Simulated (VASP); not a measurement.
# TiO2 (P4_2/mnm) in VASP: single point with PBE+U

Aim: the single point of TiO2 with PBE+U.

Everything below comes from runs of VASP 6.6.1. Logs are shortened: lines on timing, memory, paths and dates and some standing lists are left out, and cuts for length are marked.

### 1 The cell of the first run

It takes space group P4_2/mnm (No. 136, tetragonal). Conventional cell: a = 4.589 Å, b = 4.589 Å, c = 2.958 Å, α = 90.00°, β = 90.00°, γ = 90.00°. Ti (site symmetry mmm) has 6 O at 1.96 Å within 2.6 Å. Within 2.6 Å of O (site symmetry m2m) lie 3 Ti at 1.96 Å and 1 O at 2.57 Å.

### 2 Single point, PBE+U, collinear spin, ferromagnetic start

Contents of INCAR:

```
SYSTEM = TiO2
PREC = Accurate
ENCUT = 520
EDIFF = 1E-7
ISMEAR = -1
SIGMA = 0.02
LREAL = .False.
LASPH = .True.
NELM = 150
ALGO = Normal
ISIF = 2
LWAVE = .False.
LCHARG = .True.
ISPIN = 2
MAGMOM = 1 1 0 0 0 0
LORBIT = 11
LMAXMIX = 4
LDAU = .True.
LDAUTYPE = 2
LDAUL = 2 -1
LDAUU = 3 0
LDAUJ = 0 0
LDAUPRINT = 1
GGA = PE
LELF = .True.
LVHAR = .True.
NBANDS = 37
```

Contents of KPOINTS:

```
regular mesh
0
Gamma
  5 5 7
  0 0 0
```

Contents of POSCAR:

```
TiO2
1.0
    4.5887800000      0.0000000000      0.0000000000
    0.0000000000      4.5887800000      0.0000000000
    0.0000000000      0.0000000000      2.9575600000
Ti O
2 4
Direct
    0.0000000000      0.0000000000      0.0000000000
    0.5000000000      0.5000000000      0.5000000000
    0.3023300000      0.3023300000      0.0000000000
    0.1976700000      0.8023300000      0.5000000000
    0.6976700000      0.6976700000      0.0000000000
    0.8023300000      0.1976700000      0.5000000000
```

Potentials or basis: VASP PAW PBE potentials, release 64 (Ti_sv, O).

Started as:

```console
$ cat potpaw_PBE.64/Ti_sv/POTCAR potpaw_PBE.64/O/POTCAR > POTCAR
$ mpirun -np 1 vasp_std > vasp.out
```

OUTCAR:

```text
SYSTEM = TiO2
   PREC = Accurate
   ENCUT = 520
   EDIFF = 1E-7
   ISMEAR = -1
   LREAL = .False.
   LASPH = .True.
   NELM = 150
   ISIF = 2
   ISPIN = 2
   LORBIT = 11
   GGA = PE

 ion  position               nearest neighbor table
   1  0.000  0.000  0.000-   4 1.96   6 1.96   4 1.96   6 1.96   5 1.96   3 1.96
   2  0.500  0.500  0.500-   3 1.96   5 1.96   3 1.96   5 1.96   4 1.96   6 1.96
   3  0.302  0.302  0.000-   2 1.96   2 1.96   1 1.96
   4  0.198  0.802  0.500-   1 1.96   1 1.96   2 1.96
   5  0.698  0.698  0.000-   2 1.96   2 1.96   1 1.96
   6  0.802  0.198  0.500-   1 1.96   1 1.96   2 1.96

  LATTYP: Found a simple tetragonal cell.
 ALAT       =     4.5887800000
 C/A-ratio  =     0.6445198942

  Lattice vectors:

 A1 = (   4.5887800000,   0.0000000000,   0.0000000000)
 A2 = (   0.0000000000,   4.5887800000,   0.0000000000)
 A3 = (   0.0000000000,   0.0000000000,   2.9575600000)

Analysis of symmetry for initial positions (statically):
=====================================================================
 Subroutine PRICEL returns:
 Original cell was already a primitive cell.

 Routine SETGRP: Setting up the symmetry group for a
 simple tetragonal supercell.

 Subroutine GETGRP returns: Found 16 space group operations
 (whereof  8 operations were pure point group operations)
 out of a pool of 16 trial point group operations.

The static configuration has the point symmetry D_2h.
 The point group associated with its full space group is D_4h.

Analysis of symmetry for dynamics (positions and initial velocities):
=====================================================================
 Subroutine PRICEL returns:
 Original cell was already a primitive cell.

 Routine SETGRP: Setting up the symmetry group for a
 simple tetragonal supercell.

 Subroutine GETGRP returns: Found 16 space group operations
 (whereof  8 operations were pure point group operations)
 out of a pool of 16 trial point group operations.

The dynamic configuration has the point symmetry D_2h.
 The point group associated with its full space group is D_4h.

Analysis of structural, dynamic, and magnetic symmetry:
=====================================================================
 Subroutine PRICEL returns:
 Original cell was already a primitive cell.

 Routine SETGRP: Setting up the symmetry group for a
 simple tetragonal supercell.

 Subroutine GETGRP returns: Found 16 space group operations
 (whereof  8 operations were pure point group operations)
 out of a pool of 16 trial point group operations.

[... 217 lines left out ...]

 number of electron      48.0000001 magnetization       0.0000023

 Free energy of the ion-electron system (eV)
  ---------------------------------------------------
  ext. energy  EPLUGINS =         0.00000000
  ---------------------------------------------------
  free energy    TOTEN  =       -49.60210719 eV

  energy without entropy =      -49.60210719  energy(sigma->0) =      -49.60210719

 E-fermi :   5.5360     XC(G=0): -11.4403

 val. band max:        5.1530462654   @ k =   0.0000   0.0000   0.0000
 cond. band min:       7.3197938922   @ k =   0.0000   0.0000   0.0000
 fundamental gap:      2.1667476269
 Fermi energy:         5.5359568207

 spin component 1

 k-point     1 :       0.0000    0.0000    0.0000
  band No.  band energies     occupation
      1     -52.6034      1.00000
      2     -52.5868      1.00000
      3     -28.8680      1.00000
      4     -28.8680      1.00000
      5     -28.7154      1.00000
      6     -28.7154      1.00000
[... 925 lines left out ...]
     35      16.6834      0.00000
     36      16.9883      0.00000
 Fermi energy:         5.5359568207

 spin component 2

 k-point     1 :       0.0000    0.0000    0.0000
  band No.  band energies     occupation
      1     -52.6033      1.00000
      2     -52.5868      1.00000
      3     -28.8679      1.00000
      4     -28.8679      1.00000
      5     -28.7154      1.00000
      6     -28.7154      1.00000
[... 925 lines left out ...]
     35      16.6834      0.00000
     36      16.9883      0.00000
 [bands above 36 left out]

------------------------ aborting loop because EDIFF is reached ----------------------------------------

  FORCE on cell =-STRESS in cart. coord.  units (eV):
  Direction    XX          YY          ZZ          XY          YZ          ZX
  --------------------------------------------------------------------------------------
  -------------------------------------------------------------------------------------
  Total        4.0454872      4.0454872      5.0317959      0.0000000      0.0000000      0.0000000
  in kB      104.0766670    104.0766670    129.4510454      0.0000000      0.0000000      0.0000000
  external PRESSURE =     112.5347932 kB  Pullay stress =       0.0000000 kB

 VOLUME and BASIS-vectors are now :
 -----------------------------------------------------------------------------
  energy-cutoff  :      520.00
  volume of cell :       62.28
      direct lattice vectors                 reciprocal lattice vectors
     4.588780000  0.000000000  0.000000000     0.217922847  0.000000000  0.000000000
     0.000000000  4.588780000  0.000000000     0.000000000  0.217922847  0.000000000
     0.000000000  0.000000000  2.957560000     0.000000000  0.000000000  0.338116556

 POSITION                                       TOTAL-FORCE (eV/Angst)
 -----------------------------------------------------------------------------------
      0.00000      0.00000      0.00000         0.000000     -0.000000      0.000000
      2.29439      2.29439      1.47878         0.000000     -0.000000      0.000000
      1.38733      1.38733      0.00000         0.120533      0.120533      0.000000
      0.90706      3.68172      1.47878        -0.120533      0.120533      0.000000
      3.20145      3.20145      0.00000        -0.120533     -0.120533      0.000000
      3.68172      0.90706      1.47878         0.120533     -0.120533      0.000000
 -----------------------------------------------------------------------------------
    total drift:                                0.000000      0.000000      0.000000

  FREE ENERGIE OF THE ION-ELECTRON SYSTEM (eV)
  ---------------------------------------------------
  free  energy   TOTEN  =       -49.6021071919 eV

  energy  without entropy=      -49.6021071919  energy(sigma->0) =      -49.60210719

 total charge

# of ion       s       p       d       tot
------------------------------------------
    1        2.231   6.314   1.608  10.153
    2        2.231   6.314   1.608  10.153
    3        1.571   3.526   0.000   5.097
    4        1.571   3.526   0.000   5.097
    5        1.571   3.526   0.000   5.097
    6        1.571   3.526   0.000   5.097
--------------------------------------------------
tot         10.745  26.732   3.217  40.694

 magnetization (x)

# of ion       s       p       d       tot
------------------------------------------
    1        0.000   0.000   0.000   0.000
    2        0.000   0.000   0.000   0.000
    3        0.000  -0.000   0.000  -0.000
    4        0.000  -0.000   0.000  -0.000
    5        0.000  -0.000   0.000  -0.000
    6        0.000  -0.000   0.000  -0.000
--------------------------------------------------
tot          0.000  -0.000   0.000  -0.000
```

stdout:

```text
POSCAR found type information on POSCAR TiO
 POSCAR found :  2 types and       6 ions
 scaLAPACK will be used
 LDA part: xc-table for (Slater+PW92), standard interpolation
 POSCAR, INCAR and KPOINTS ok, starting setup
 FFT: planning ... GRIDC
 FFT: planning ... GRID_SOFT
 FFT: planning ... GRID
 WAVECAR not read
 entering main loop
```

Run time: 73 s. Hardware: 1 thread of AMD EPYC 9R45 (Zen 5), shared host; peak memory 0.2 GiB.

What came out:

- Free energy: -49.6021 eV
- Pressure: 11.3 GPa
- Largest force: 0.170 eV/Å
- Band gap on the k mesh: 2.17 eV, direct
- Net moment: 0.00 μB per cell
- Valence electrons inside the program's atomic spheres: Ti 10.15; O 5.10

Forces on the atoms (eV/Å):
```
Ti   0.000  0.000  0.000
Ti   0.000  0.000  0.000
O    0.121  0.121  0.000
O   -0.121  0.121  0.000
O   -0.121 -0.121  0.000
O    0.121 -0.121  0.000
```

Stress tensor (GPa, compression positive):
```
10.41  0.00  0.00
 0.00 10.41  0.00
 0.00  0.00 12.95
```

Levels at points of the mesh, in eV from the valence-band top:
Spin up:
| k point | band 22 | band 23 | band 24 | band 25 | band 26 | band 27 |
| --- | --- | --- | --- | --- | --- | --- |
| (0.00, 0.00, 0.00) | -0.55 | -0.55 | 0.00 | 2.17 | 2.35 | 2.71 |
Spin down:
```
           k point  band 21  band 22  band 23  band 24  band 25  band 26  band 27  band 28
(0.00, 0.00, 0.00)    -0.82    -0.55    -0.55     0.00     2.17     2.35     2.71     2.82
```

Eigenvalues of the final occupation matrices:
| site | spin | trace | eigenvalues |
| --- | --- | --- | --- |
| site 1 d | 1 | 0.82 | 0.08 0.10 0.11 0.25 0.27 |
| site 1 d | 2 | 0.82 | 0.08 0.10 0.11 0.25 0.27 |
| site 2 d | 1 | 0.82 | 0.08 0.10 0.11 0.25 0.27 |
| site 2 d | 2 | 0.82 | 0.08 0.10 0.11 0.25 0.27 |

A k mesh can miss the band edges. The state reached can hang on the start; a lower one may exist.
